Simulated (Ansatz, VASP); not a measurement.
One calculation of Sc, two programs

The input INCAR:

```
ALGO = Normal
EDIFF = 1E-7
ENCUT = 520
GGA = PE
ISIF = 2
ISMEAR = -1
LASPH = T
LCHARG = F
LREAL = F
LWAVE = F
NBANDS = 18
NELM = 80
PREC = Accurate
SIGMA = 0.08
```

Contents of KPOINTS:

```
k-points
0
Gamma
  14 14 14
```

POSCAR

```
Sc
1.0
   -2.0675062665      2.0675062665      1.3034102814
    2.0675062665     -2.0675062665      1.3034102814
    2.0675062665      2.0675062665     -1.3034102814
Sc
2
Direct
   -0.3750000000     -0.1250000000     -0.2500000000
    0.3750000000      0.1250000000      0.2500000000
```

Input for Ansatz:

```yaml
crystal:
  lattice:
    - [-2.0675062665, 2.0675062665, 1.3034102814]
    - [2.0675062665, -2.0675062665, 1.3034102814]
    - [2.0675062665, 2.0675062665, -1.3034102814]
  atoms:
    - { symbol: Sc, position: [-0.375, -0.125, -0.25] }
    - { symbol: Sc, position: [0.375, 0.125, 0.25] }
kpoints:
  mp_grid: { grid: [14, 14, 14] }
scf:
  occupations: { method: fermi_dirac, width: 0.08 }
hamiltonian:
  xc: pbe
  pseudopotentials: { kind: all_electron, lapw: { basis_error: 0.001 } }
output:
  forces: true
  stress: true
  eigenvalues: true
  populations: true
```

Change from the starting cell: volume scaled by 0.45, LAPW.

Alike in both runs: task single point; functional PBE; k mesh 14 × 14 × 14; occupations fermi-dirac, width 0.08 eV; no spin polarisation.

|  | VASP | Ansatz |
| --- | --- | --- |
| version | VASP 6.6.1 | Ansatz 0.2.0 |
| potentials or method | VASP PAW PBE potentials, release 64 (Sc_sv), cutoff 520 eV | all-electron LAPW, scalar-relativistic |

```tsv
	VASP	Ansatz	Ansatz less VASP
pressure (GPa)	122.4	118.2	-4.23
traceless stress, the component that is largest in VASP (GPa)	-1.78	0.20	+1.981
```

Both programs put the cell under a high pressure, so it lies far from rest at this level. Ansatz ran all-electron here, and VASP with PAW potentials.

Noted on VASP's run: the cell as given lies far from equilibrium.
